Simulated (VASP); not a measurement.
# Be (P6/mmm) in VASP: a series of runs

The runs below take Be through single point, with r2SCAN.

Program: VASP 6.6.1. These are calculated values, not measurements. Logs are shortened: lines on timing, memory, paths and dates and some standing lists are left out, and cuts for length are marked.

## Step 1: The cell of the first run

Symmetry: P6/mmm, No. 191, hexagonal system. The conventional cell has a = 3.710 Å, b = 3.710 Å, c = 1.988 Å, α = 90.00°, β = 90.00°, γ = 120.00°. Within 2.6 Å of Be (site symmetry -6m2) lie 5 Be at 1.99 to 2.14 Å.

This isn't the form of Be at room conditions, which is hcp.

## Step 2: Single point, r2SCAN

POSCAR reads:

```
Be
1.0
    3.7101776079      0.0000000000      0.0000000000
   -1.8550888040      3.2131080610      0.0000000000
    0.0000000000      0.0000000000      3.9759042882
Be
4
Direct
    0.3333333333      0.6666666667      0.4999966281
    0.6666666667      0.3333333333      0.9999966281
    0.6666666667      0.3333333333      0.5000033719
    0.3333333333      0.6666666667      0.0000033719
```

INCAR.step1 reads:

```
PREC = Accurate
ENCUT = 520
ISMEAR = 0
SIGMA = 0.1
LREAL = F
LASPH = T
NELM = 60
NBANDS = 12
GGA = PE
ALGO = Normal
EDIFF = 1E-4
LWAVE = T
LCHARG = F
```

INCAR.step2 reads:

```
PREC = Accurate
ENCUT = 520
EDIFF = 1E-6
ISMEAR = 0
SIGMA = 0.1
LREAL = F
LASPH = T
NELM = 60
ALGO = Normal
ISIF = 2
LWAVE = F
LCHARG = F
METAGGA = R2SCAN
LMIXTAU = T
NBANDS = 12
ISTART = 1
```

KPOINTS reads:

```
regular mesh
0
Gamma
  9 9 4
```

Potentials or basis: VASP PAW PBE potentials, release 64 (Be).

The run is started by

```console
$ cat potpaw_PBE.64/Be/POTCAR > POTCAR
$ cp INCAR.step1 INCAR
$ mpirun -np 1 vasp_std > vasp.out
$ cp INCAR.step2 INCAR
$ mpirun -np 1 vasp_std > vasp.out
```

OUTCAR:

```text
PREC = Accurate
   ENCUT = 520
   EDIFF = 1E-6
   ISMEAR = 0
   LREAL = F
   LASPH = T
   NELM = 60
   ISIF = 2
   METAGGA = R2SCAN
   ISTART = 1

 ion  position               nearest neighbor table
   1  0.333  0.667  0.500-   4 1.99   4 1.99   3 2.14   3 2.14   3 2.14
   2  0.667  0.333  1.000-   3 1.99   3 1.99   4 2.14   4 2.14   4 2.14
   3  0.667  0.333  0.500-   2 1.99   2 1.99   1 2.14   1 2.14   1 2.14
   4  0.333  0.667  0.000-   1 1.99   1 1.99   2 2.14   2 2.14   2 2.14

  LATTYP: Found a hexagonal cell.
 ALAT       =     3.7101776079
 C/A-ratio  =     1.0716210134

  Lattice vectors:

 A1 = (   3.7101776079,   0.0000000000,   0.0000000000)
 A2 = (  -1.8550888040,   3.2131080610,   0.0000000000)
 A3 = (   0.0000000000,   0.0000000000,   3.9759042882)

Analysis of symmetry for initial positions (statically):
=====================================================================
 Subroutine PRICEL returns:
 Original cell was already a primitive cell.

 Routine SETGRP: Setting up the symmetry group for a
 hexagonal supercell.

 Subroutine GETGRP returns: Found 24 space group operations
 (whereof 12 operations were pure point group operations)
 out of a pool of 24 trial point group operations.

The static configuration has the point symmetry D_3d.
 The point group associated with its full space group is D_6h.

Analysis of symmetry for dynamics (positions and initial velocities):
=====================================================================
 Subroutine PRICEL returns:
 Original cell was already a primitive cell.

 Routine SETGRP: Setting up the symmetry group for a
 hexagonal supercell.

 Subroutine GETGRP returns: Found 24 space group operations
 (whereof 12 operations were pure point group operations)
 out of a pool of 24 trial point group operations.

The dynamic configuration has the point symmetry D_3d.
 The point group associated with its full space group is D_6h.

 Subroutine INISYM returns: Found 24 space group operations
 (whereof 12 operations are pure point group operations),
 and found     1 'primitive' translations

----------------------------------------------------------------------------------------

                                     Primitive cell

  volume of cell :      47.3976

  direct lattice vectors                    reciprocal lattice vectors
     3.710177608  0.000000000  0.000000000     0.269528876  0.155612569  0.000000000
    -1.855088804  3.213108061  0.000000000     0.000000000  0.311225138  0.000000000
     0.000000000  0.000000000  3.975904288     0.000000000  0.000000000  0.251515109

  length of vectors
     3.710177608  3.710177608  3.975904288     0.311225138  0.311225138  0.251515109

  position of ions in fractional coordinates (direct lattice)
     0.333333333  0.666666667  0.499996628
     0.666666667  0.333333333  0.999996628
     0.666666667  0.333333333  0.500003372
     0.333333333  0.666666667  0.000003372

  ion indices of the primitive-cell ions
   primitive index   ion index
                 1           1
                 2           2
                 3           3
                 4           4

----------------------------------------------------------------------------------------

 KPOINTS: regular mesh

Automatic generation of k-mesh.
 Grid dimensions read from file:
 generate k-points for:    9    9    4

 Generating k-lattice:

  Cartesian coordinates                     Fractional coordinates (reciprocal lattice)
     0.029947653  0.017290285  0.000000000     0.111111111  0.000000000  0.000000000
     0.000000000  0.034580571  0.000000000     0.000000000  0.111111111  0.000000000
     0.000000000  0.000000000  0.062878777     0.000000000  0.000000000  0.250000000

  Length of vectors
     0.034580571  0.034580571  0.062878777

  Shift w.r.t. Gamma in fractional coordinates (k-lattice)
     0.000000000  0.000000000  0.000000000

 Subroutine IBZKPT returns following result:
 ===========================================

 Found     36 irreducible k-points:

 Following reciprocal coordinates:
            Coordinates               Weight
  0.000000  0.000000  0.000000      1.000000
  0.111111  0.000000  0.000000      6.000000
  0.222222  0.000000  0.000000      6.000000
  0.333333  0.000000  0.000000      6.000000
  0.444444  0.000000  0.000000      6.000000
  0.111111  0.111111  0.000000      6.000000
[... 16 lines left out ...]
  0.333333  0.222222  0.250000     24.000000
  0.333333  0.333333  0.250000      4.000000
 [... further k-points ...]
   k-points           NKPTS =     36   k-points in BZ     NKDIM =     36   number of bands    NBANDS=     12
   number of dos      NEDOS =    301   number of ions     NIONS =      4
   total plane-waves  NPLWV =  23520
   dimension x,y,z NGX =    28 NGY =   28 NGZ =   30
   dimension x,y,z NGXF=    56 NGYF=   56 NGZF=   60
   ions per type =               4
   NGX,Y,Z   is equivalent  to a cutoff of  12.55, 12.55, 12.54 a.u.
   NGXF,Y,Z  is equivalent  to a cutoff of  25.09, 25.09, 25.09 a.u.
 SYSTEM =  unknown system
   PREC   = accura    normal or accurate (medium, high low for compatibility)
   ISTART =      1    job   : 0-new  1-cont  2-samecut
   ICHARG =      0    charge: 1-file 2-atom 10-const
   ISPIN  =      1    spin polarized calculation?
   LNONCOLLINEAR =      F non collinear calculations
   LSORBIT =      F    spin-orbit coupling
   LASPH  =      T    aspherical Exc in radial PAW
   ENCUT  =  520.0 eV  38.22 Ry    6.18 a.u.   6.90  6.90  7.39*2*pi/ulx,y,z
   NELM   =     60;   NELMIN=  2; NELMDL=  0     # of ELM steps
   EDIFF  = 0.1E-05   stopping-criterion for ELM
   LREAL  =      F    real-space projection
   EDIFFG = 0.1E-04   stopping-criterion for IOM
   NSW    =      0    number of steps for IOM
   IBRION =     -1    ionic relax: 0-MD 1-quasi-New 2-CG
   NFREE  =      0    steps in history (QN), initial steepest desc. (CG)
   ISIF   =      2    stress and relaxation
   ISYM   =      2    0-nonsym 1-usesym 2-fastsym
   POTIM  = 0.5000    time-step for ionic-motion
   TEBEG  =    0.0;   TEEND  =   0.0 temperature during run
   PSTRESS=    0.0 pullay stress
   NELECT =       8.0000    total number of electrons
   NUPDOWN=      -1.0000    fix difference up-down
   EMIN   =  10.00;   EMAX   =-10.00  energy-range for DOS
   EFERMI =   0.00;   METHOD = LEGACY
   ISMEAR =     0;   SIGMA  =   0.10  broadening in eV -4-tet -1-fermi 0-gaus
   EFERMI_NEDOS =   21; number of points for ismear=-14 and -15
   IALGO  =     38    algorithm
   IMIX   =      4    mixing-type and parameters
     AMIX     =   0.40;   BMIX     =  1.00
     AMIX_MAG =   1.60;   BMIX_MAG =  1.00
  volume/ion in A,a.u.               =      11.85        79.96
  Fermi-wavevector in a.u.,A,eV,Ry     =   0.904731  1.709694 11.136890  0.818538
  Thomas-Fermi vector in A             =   2.028213
   LORBIT       =      0    0 simple, 1 ext, 2 COOP (PROOUT), +10 PAW based schemes
   METAGGA = R2SCAN    functional components
   LHFCALC =     F    Hartree Fock is set to
   AEXX    =    0.0000 exact exchange contribution
   IVDW    =     0    specifies the selected vdW correction
   LEPSILON=     F    determine dielectric tensor
   LRPA    =     F    only Hartree local field effects (RPA)
 non-spin polarized calculation
 Gauss-broadening in eV      SIGMA  =   0.10
  energy-cutoff  :      520.00
  volume of cell :       47.40
 maximum number of plane-waves:      1290
 NGX is ok and might be reduce to    28
   NGX = 13   NGY = 13   NGZ = 15

 number of electron       8.0000000 magnetization

 Free energy of the ion-electron system (eV)
  ---------------------------------------------------
  ext. energy  EPLUGINS =         0.00000000
  ---------------------------------------------------
  free energy    TOTEN  =       -13.49222699 eV

  energy without entropy =      -13.48678494  energy(sigma->0) =      -13.48950596

 E-fermi :   2.7796     XC(G=0):  -9.5337

 val. band max:        2.6632496324   @ k =   0.2222   0.2222   0.5000
 cond. band min:       2.8179316155   @ k =   0.3333   0.1111   0.2500
 fundamental gap:      0.1546819831
 Fermi energy:         2.7796106764

 k-point     1 :       0.0000    0.0000    0.0000
  band No.  band energies     occupation
      1      -5.9223      2.00000
      2      -0.2824      2.00000
      3       3.3263      0.00000
      4       3.3263      0.00000
      5       4.8000      0.00000
      6       8.1422      0.00000
      7       8.1422      0.00000
      8       8.1423      0.00000
      9       9.3982      0.00000
     10      10.3917      0.00000
     11      10.3917      0.00000
     12      14.0323      0.00000

 k-point     2 :       0.1111    0.0000    0.0000
  band No.  band energies     occupation
      1      -5.7739      2.00000
      2      -0.1331      2.00000
      3       2.5589      1.99820
      4       2.9804      0.00451
      5       4.9004      0.00000
      6       7.6945      0.00000
      7       8.0355      0.00000
      8       8.8359      0.00000
      9      10.0083      0.00000
     10      10.0412      0.00000
     11      10.1258      0.00000
     12      14.8284      0.00000

 k-point     3 :       0.2222    0.0000    0.0000
  band No.  band energies     occupation
      1      -5.3308      2.00000
      2       0.3041      2.00000
      3       0.9898      2.00000
      4       2.3254      2.00000
      5       5.1985      0.00000
      6       6.6019      0.00000
      7       7.5991      0.00000
      8       9.2133      0.00000
      9       9.5865      0.00000
     10      10.5204      0.00000
     11      11.5795      0.00000
     12      15.7644      0.00000

 k-point     4 :       0.3333    0.0000    0.0000
  band No.  band energies     occupation
      1      -4.6022      2.00000
      2      -0.6693      2.00000
      3       0.9826      2.00000
      4       1.7739      2.00000
      5       5.2945      0.00000
      6       5.6823      0.00000
      7       7.1853      0.00000
      8       8.2401      0.00000
      9       9.1081      0.00000
     10      12.7170      0.00000
     11      13.5121      0.00000
     12      14.8452      0.00000

 k-point     5 :       0.4444    0.0000    0.0000
  band No.  band energies     occupation
      1      -3.6411      2.00000
      2      -2.1308      2.00000
      3       1.4760      2.00000
      4       1.7068      2.00000
      5       4.2053      0.00000
      6       6.2971      0.00000
      7       6.9582      0.00000
      8       7.3482      0.00000
      9       8.8434      0.00000
     10      14.3298      0.00000
     11      14.7751      0.00000
     12      14.9128      0.00000
[... 228 lines left out ...]
      1      -2.7479      2.00000
      2      -1.9178      2.00000
      3       0.5433      2.00000
      4       1.4234      2.00000
      5       1.9638      2.00000
      6       5.7729      0.00000
      7       8.0990      0.00000
      8       8.5450      0.00000
      9       9.2756      0.00000
     10      14.4973      0.00000
     11      14.5584      0.00000
     12      15.9751      0.00000

 k-point    22 :       0.2222    0.2222    0.2500
  band No.  band energies     occupation
      1      -3.6966      2.00000
      2      -0.2439      2.00000
      3      -0.2041      2.00000
      4       0.9202      2.00000
      5       3.2274      0.00000
      6       5.3564      0.00000
      7       8.6666      0.00000
      8       9.5608      0.00000
      9      10.2069      0.00000
     10      10.4086      0.00000
     11      14.8442      0.00000
     12      16.3224      0.00000

 k-point    23 :       0.3333    0.2222    0.2500
  band No.  band energies     occupation
      1      -2.7594      2.00000
      2      -1.3719      2.00000
      3       0.3534      2.00000
      4       0.6451      2.00000
      5       2.1682      2.00000
      6       4.8414      0.00000
      7       9.0840      0.00000
      8       9.3989      0.00000
      9      10.0648      0.00000
     10      12.4784      0.00000
     11      14.8615      0.00000
     12      15.1637      0.00000

 k-point    24 :       0.3333    0.3333    0.2500
  band No.  band energies     occupation
      1      -1.9074      2.00000
      2      -1.9074      2.00000
      3      -0.3189      2.00000
      4       1.4543      2.00000
      5       1.4543      2.00000
      6       4.3903      0.00000
      7       9.3702      0.00000
      8       9.3702      0.00000
      9      12.1629      0.00000
     10      12.1629      0.00000
     11      13.0187      0.00000
     12      14.8764      0.00000

 [... further k-points ...]

------------------------ aborting loop because EDIFF is reached ----------------------------------------

  FORCE on cell =-STRESS in cart. coord.  units (eV):
  Direction    XX          YY          ZZ          XY          YZ          ZX
  --------------------------------------------------------------------------------------
  -------------------------------------------------------------------------------------
  Total        0.0728739      0.0728739      0.0836350     -0.0000000     -0.0000000      0.0000000
  in kB        2.4633534      2.4633534      2.8271099     -0.0000000     -0.0000000      0.0000000
  external PRESSURE =       2.5846056 kB  Pullay stress =       0.0000000 kB

 VOLUME and BASIS-vectors are now :
 -----------------------------------------------------------------------------
  energy-cutoff  :      520.00
  volume of cell :       47.40
      direct lattice vectors                 reciprocal lattice vectors
     3.710177608  0.000000000  0.000000000     0.269528876  0.155612569  0.000000000
    -1.855088804  3.213108061  0.000000000     0.000000000  0.311225138  0.000000000
     0.000000000  0.000000000  3.975904288     0.000000000  0.000000000  0.251515109

 POSITION                                       TOTAL-FORCE (eV/Angst)
 -----------------------------------------------------------------------------------
     -0.00000      2.14207      1.98794         0.000000     -0.000000      0.000376
      1.85509      1.07104      3.97589        -0.000000     -0.000000      0.000376
      1.85509      1.07104      1.98797         0.000000      0.000000     -0.000376
     -0.00000      2.14207      0.00001        -0.000000      0.000000     -0.000376
 -----------------------------------------------------------------------------------
    total drift:                                0.000000     -0.000000      0.000000

  FREE ENERGIE OF THE ION-ELECTRON SYSTEM (eV)
  ---------------------------------------------------
  free  energy   TOTEN  =       -13.4922269885 eV

  energy  without entropy=      -13.4867849406  energy(sigma->0) =      -13.48950596
```

It took 34 s on 1 thread of Intel Xeon Platinum 8488C (Sapphire Rapids), shared host; peak memory 0.16 GiB.

Results:

```yaml
Free_energy: -13.4922 eV
Pressure: 0.3 GPa
Band_gap_on_the_k_mesh: zero (bands 4 and 5 overlap by 4.20 eV)
```

Caveat: the k points lie up to 0.40 Å⁻¹ apart, too coarse for converged energies and pressures of a metal; the PAW data sets were made with another functional, which shifts forces and pressure a little.

[end of part 1 of 2]

The gap in the log of VASP goes by the Fermi energy; the results here count the filled bands.